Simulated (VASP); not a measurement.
# KCl (Pm-3m) in VASP: single point with LDA

Aim: the single point of KCl with LDA.

Program: VASP 6.6.1. These are calculated values, not measurements. Logs are shortened: lines on timing, memory, paths and dates and some standing lists are left out, and cuts for length are marked.

### Step 1. The cell of the first run

Symmetry: Pm-3m, No. 221, cubic system. The conventional cell has a = 3.839 Å, b = 3.839 Å, c = 3.839 Å, α = 90.00°, β = 90.00°, γ = 90.00°. K (site symmetry m-3m) has 8 Cl at 3.32 Å and 6 K at 3.84 Å within 4.4 Å. Within 4.4 Å of Cl (site symmetry m-3m) lie 8 K at 3.32 Å and 6 Cl at 3.84 Å.

### Step 2. Single point, LDA

Input file INCAR:

```
ALGO = Normal
EDIFF = 1E-6
ENCUT = 520
GGA = CA
ISIF = 2
ISMEAR = 0
LASPH = T
LCHARG = T
LELF = T
LREAL = F
LVHAR = T
LWAVE = F
NBANDS = 15
NELM = 80
PREC = Accurate
SIGMA = 0.01
```

Input file KPOINTS:

```
k-points
0
Gamma
  4 4 4
```

Input file POSCAR:

```
KCl
1.0
    3.8391960000      0.0000000000      0.0000000000
    0.0000000000      3.8391960000      0.0000000000
    0.0000000000      0.0000000000      3.8391960000
K Cl
1 1
Direct
    0.0000000000      0.0000000000      0.0000000000
    0.5000000000      0.5000000000      0.5000000000
```

Potentials or basis: VASP PAW LDA potentials, release 64 (K_sv, Cl).

Run with:

```console
> cat potpaw_LDA.64/K_sv/POTCAR potpaw_LDA.64/Cl/POTCAR > POTCAR
> mpirun -np 1 vasp_std > vasp.out
```

OUTCAR:

```text
EDIFF = 1E-6
   ENCUT = 520
   GGA = CA
   ISIF = 2
   ISMEAR = 0
   LASPH = T
   LREAL = F
   NELM = 80
   PREC = Accurate

 ion  position               nearest neighbor table
   1  0.000  0.000  0.000-
   2  0.500  0.500  0.500-

  LATTYP: Found a simple cubic cell.
 ALAT       =     3.8391960000

  Lattice vectors:

 A1 = (   3.8391960000,   0.0000000000,   0.0000000000)
 A2 = (   0.0000000000,   3.8391960000,   0.0000000000)
 A3 = (   0.0000000000,   0.0000000000,   3.8391960000)

Analysis of symmetry for initial positions (statically):
=====================================================================
 Subroutine PRICEL returns:
 Original cell was already a primitive cell.

 Routine SETGRP: Setting up the symmetry group for a
 simple cubic supercell.

 Subroutine GETGRP returns: Found 48 space group operations
 (whereof 48 operations were pure point group operations)
 out of a pool of 48 trial point group operations.

The static configuration has the point symmetry O_h .

Analysis of symmetry for dynamics (positions and initial velocities):
=====================================================================
 Subroutine PRICEL returns:
 Original cell was already a primitive cell.

 Routine SETGRP: Setting up the symmetry group for a
 simple cubic supercell.

 Subroutine GETGRP returns: Found 48 space group operations
 (whereof 48 operations were pure point group operations)
 out of a pool of 48 trial point group operations.

The dynamic configuration has the point symmetry O_h .

 Subroutine INISYM returns: Found 48 space group operations
 (whereof 48 operations are pure point group operations),
 and found     1 'primitive' translations

----------------------------------------------------------------------------------------

                                     Primitive cell

  volume of cell :      56.5875

  direct lattice vectors                    reciprocal lattice vectors
     3.839196000  0.000000000  0.000000000     0.260471203  0.000000000  0.000000000
     0.000000000  3.839196000  0.000000000     0.000000000  0.260471203  0.000000000
     0.000000000  0.000000000  3.839196000     0.000000000  0.000000000  0.260471203

  length of vectors
     3.839196000  3.839196000  3.839196000     0.260471203  0.260471203  0.260471203

  position of ions in fractional coordinates (direct lattice)
     0.000000000  0.000000000  0.000000000
     0.500000000  0.500000000  0.500000000

  ion indices of the primitive-cell ions
   primitive index   ion index
                 1           1
                 2           2

----------------------------------------------------------------------------------------

 KPOINTS: k-points

Automatic generation of k-mesh.
 Grid dimensions read from file:
 generate k-points for:    4    4    4

 Generating k-lattice:

  Cartesian coordinates                     Fractional coordinates (reciprocal lattice)
     0.065117801  0.000000000  0.000000000     0.250000000  0.000000000  0.000000000
     0.000000000  0.065117801  0.000000000     0.000000000  0.250000000  0.000000000
     0.000000000  0.000000000  0.065117801     0.000000000  0.000000000  0.250000000

  Length of vectors
     0.065117801  0.065117801  0.065117801

  Shift w.r.t. Gamma in fractional coordinates (k-lattice)
     0.000000000  0.000000000  0.000000000

 Subroutine IBZKPT returns following result:
 ===========================================

 Found     10 irreducible k-points:

 Following reciprocal coordinates:
            Coordinates               Weight
  0.000000  0.000000  0.000000      1.000000
  0.250000  0.000000  0.000000      6.000000
  0.500000  0.000000  0.000000      3.000000
  0.250000  0.250000  0.000000     12.000000
  0.500000  0.250000  0.000000     12.000000
  0.500000  0.500000  0.000000      3.000000
  0.250000  0.250000  0.250000      8.000000
  0.500000  0.250000  0.250000     12.000000
  0.500000  0.500000  0.250000      6.000000
  0.500000  0.500000  0.500000      1.000000
   k-points           NKPTS =     10   k-points in BZ     NKDIM =     10   number of bands    NBANDS=     15
   number of dos      NEDOS =    301   number of ions     NIONS =      2
   total plane-waves  NPLWV =  27000
   dimension x,y,z NGX =    30 NGY =   30 NGZ =   30
   dimension x,y,z NGXF=    60 NGYF=   60 NGZF=   60
   ions per type =               1   1
   NGX,Y,Z   is equivalent  to a cutoff of  12.99, 12.99, 12.99 a.u.
   NGXF,Y,Z  is equivalent  to a cutoff of  25.98, 25.98, 25.98 a.u.
 SYSTEM =  unknown system
   PREC   = accura    normal or accurate (medium, high low for compatibility)
   ISTART =      0    job   : 0-new  1-cont  2-samecut
   ICHARG =      2    charge: 1-file 2-atom 10-const
   ISPIN  =      1    spin polarized calculation?
   LNONCOLLINEAR =      F non collinear calculations
   LSORBIT =      F    spin-orbit coupling
   LASPH  =      T    aspherical Exc in radial PAW
   ENCUT  =  520.0 eV  38.22 Ry    6.18 a.u.   7.14  7.14  7.14*2*pi/ulx,y,z
   NELM   =     80;   NELMIN=  2; NELMDL= -5     # of ELM steps
   EDIFF  = 0.1E-05   stopping-criterion for ELM
   LREAL  =      F    real-space projection
   EDIFFG = 0.1E-04   stopping-criterion for IOM
   NSW    =      0    number of steps for IOM
   IBRION =     -1    ionic relax: 0-MD 1-quasi-New 2-CG
   NFREE  =      0    steps in history (QN), initial steepest desc. (CG)
   ISIF   =      2    stress and relaxation
   ISYM   =      2    0-nonsym 1-usesym 2-fastsym
   POTIM  = 0.5000    time-step for ionic-motion
   TEBEG  =    0.0;   TEEND  =   0.0 temperature during run
   PSTRESS=    0.0 pullay stress
   NELECT =      16.0000    total number of electrons
   NUPDOWN=      -1.0000    fix difference up-down
   EMIN   =  10.00;   EMAX   =-10.00  energy-range for DOS
   EFERMI =   0.00;   METHOD = LEGACY
   ISMEAR =     0;   SIGMA  =   0.01  broadening in eV -4-tet -1-fermi 0-gaus
   EFERMI_NEDOS =   21; number of points for ismear=-14 and -15
   IALGO  =     38    algorithm
   IMIX   =      4    mixing-type and parameters
     AMIX     =   0.40;   BMIX     =  1.00
     AMIX_MAG =   1.60;   BMIX_MAG =  1.00
  volume/ion in A,a.u.               =      28.29       190.94
  Fermi-wavevector in a.u.,A,eV,Ry     =   1.074504  2.030517 15.708715  1.154558
  Thomas-Fermi vector in A             =   2.210334
   LORBIT       =      0    0 simple, 1 ext, 2 COOP (PROOUT), +10 PAW based schemes
   GGA     = CA    functional components
   LHFCALC =     F    Hartree Fock is set to
   AEXX    =    0.0000 exact exchange contribution
   IVDW    =     0    specifies the selected vdW correction
   LEPSILON=     F    determine dielectric tensor
   LRPA    =     F    only Hartree local field effects (RPA)
 non-spin polarized calculation
 Gauss-broadening in eV      SIGMA  =   0.01
  energy-cutoff  :      520.00
  volume of cell :       56.59
 maximum number of plane-waves:      1568
 NGX is ok and might be reduce to    30
   NGX = 15   NGY = 15   NGZ = 15

 number of electron      16.0000008 magnetization

 Free energy of the ion-electron system (eV)
  ---------------------------------------------------
  ext. energy  EPLUGINS =         0.00000000
  ---------------------------------------------------
  free energy    TOTEN  =        -7.25289272 eV

  energy without entropy =       -7.25289272  energy(sigma->0) =       -7.25289272

 E-fermi :  -0.9848     XC(G=0):  -8.6218

 val. band max:       -1.0667029611   @ k =   0.5000   0.5000   0.0000
 cond. band min:       3.2991409613   @ k =   0.0000   0.0000   0.0000
 fundamental gap:      4.3658439224
 Fermi energy:        -0.9848463544

 k-point     1 :       0.0000    0.0000    0.0000
  band No.  band energies     occupation
      1     -28.7485      2.00000
      2     -13.5517      2.00000
      3     -12.3670      2.00000
      4     -12.3670      2.00000
      5     -12.3670      2.00000
      6      -1.2788      2.00000
      7      -1.2788      2.00000
      8      -1.2788      2.00000
      9       3.2991      0.00000
     10       5.1721      0.00000
     11       5.1721      0.00000
     12       9.4114      0.00000
     13       9.4114      0.00000
     14       9.4114      0.00000
     15      12.4337      0.00000

 k-point     2 :       0.2500    0.0000    0.0000
  band No.  band energies     occupation
      1     -28.7381      2.00000
      2     -13.6408      2.00000
      3     -12.3506      2.00000
      4     -12.3506      2.00000
      5     -12.2977      2.00000
      6      -2.2149      2.00000
      7      -1.2837      2.00000
      8      -1.2837      2.00000
      9       4.5441      0.00000
     10       5.6676      0.00000
     11       6.2458      0.00000
     12       9.2230      0.00000
     13       9.2230      0.00000
     14       9.6812      0.00000
     15      10.5427      0.00000

 k-point     3 :       0.5000    0.0000    0.0000
  band No.  band energies     occupation
      1     -28.7276      2.00000
      2     -13.7325      2.00000
      3     -12.3340      2.00000
      4     -12.3340      2.00000
      5     -12.2183      2.00000
      6      -2.9199      2.00000
      7      -1.2899      2.00000
      8      -1.2899      2.00000
      9       6.2438      0.00000
     10       6.5258      0.00000
     11       6.8358      0.00000
     12       8.7924      0.00000
     13       9.2160      0.00000
     14       9.2160      0.00000
     15      10.0159      0.00000
[... 91 lines left out ...]
 k-point     9 :       0.5000    0.5000    0.2500
  band No.  band energies     occupation
      1     -28.6992      2.00000
      2     -13.2070      2.00000
      3     -12.5776      2.00000
      4     -12.5776      2.00000
      5     -12.4305      2.00000
      6      -2.3687      2.00000
      7      -2.3687      2.00000
      8      -1.8245      2.00000
      9       5.7833      0.00000
     10       7.2887      0.00000
     11       7.4387      0.00000
     12       7.4387      0.00000
     13       9.2180      0.00000
     14       9.2180      0.00000
     15      11.0382      0.00000

 k-point    10 :       0.5000    0.5000    0.5000
  band No.  band energies     occupation
      1     -28.6899      2.00000
      2     -13.1339      2.00000
      3     -12.5487      2.00000
      4     -12.5487      2.00000
      5     -12.5487      2.00000
      6      -2.4351      2.00000
      7      -2.4351      2.00000
      8      -2.4351      2.00000
      9       7.3732      0.00000
     10       7.3732      0.00000
     11       7.3732      0.00000
     12       8.5903      0.00000
     13       8.5903      0.00000
     14       8.5903      0.00000
     15      11.0909      0.00000

------------------------ aborting loop because EDIFF is reached ----------------------------------------

  FORCE on cell =-STRESS in cart. coord.  units (eV):
  Direction    XX          YY          ZZ          XY          YZ          ZX
  --------------------------------------------------------------------------------------
  -------------------------------------------------------------------------------------
  Total       -1.0978052     -1.0978052     -1.0978052      0.0000000      0.0000000      0.0000000
  in kB      -31.0824345    -31.0824345    -31.0824345      0.0000000      0.0000000      0.0000000
  external PRESSURE =     -31.0824345 kB  Pullay stress =       0.0000000 kB

 VOLUME and BASIS-vectors are now :
 -----------------------------------------------------------------------------
  energy-cutoff  :      520.00
  volume of cell :       56.59
      direct lattice vectors                 reciprocal lattice vectors
     3.839196000  0.000000000  0.000000000     0.260471203  0.000000000  0.000000000
     0.000000000  3.839196000  0.000000000     0.000000000  0.260471203  0.000000000
     0.000000000  0.000000000  3.839196000     0.000000000  0.000000000  0.260471203

 POSITION                                       TOTAL-FORCE (eV/Angst)
 -----------------------------------------------------------------------------------
      0.00000      0.00000      0.00000         0.000000      0.000000      0.000000
      1.91960      1.91960      1.91960         0.000000      0.000000      0.000000
 -----------------------------------------------------------------------------------
    total drift:                                0.000000      0.000000     -0.000000

  FREE ENERGIE OF THE ION-ELECTRON SYSTEM (eV)
  ---------------------------------------------------
  free  energy   TOTEN  =        -7.2528927226 eV

  energy  without entropy=       -7.2528927226  energy(sigma->0) =       -7.25289272
```

Run time: 6.5 s. Hardware: 1 thread of Intel Xeon Platinum 8375C at 2.90GHz (Ice Lake), shared host; peak memory 0.14 GiB.

Results:

```
Free energy            : -7.2529 eV
Pressure               : -3.1 GPa
Band gap on the k mesh : 4.37 eV, indirect (least direct gap 4.58 eV)
```

A k mesh can miss the band edges. A hybrid or GW would open this gap; LDA tends to underestimate it.
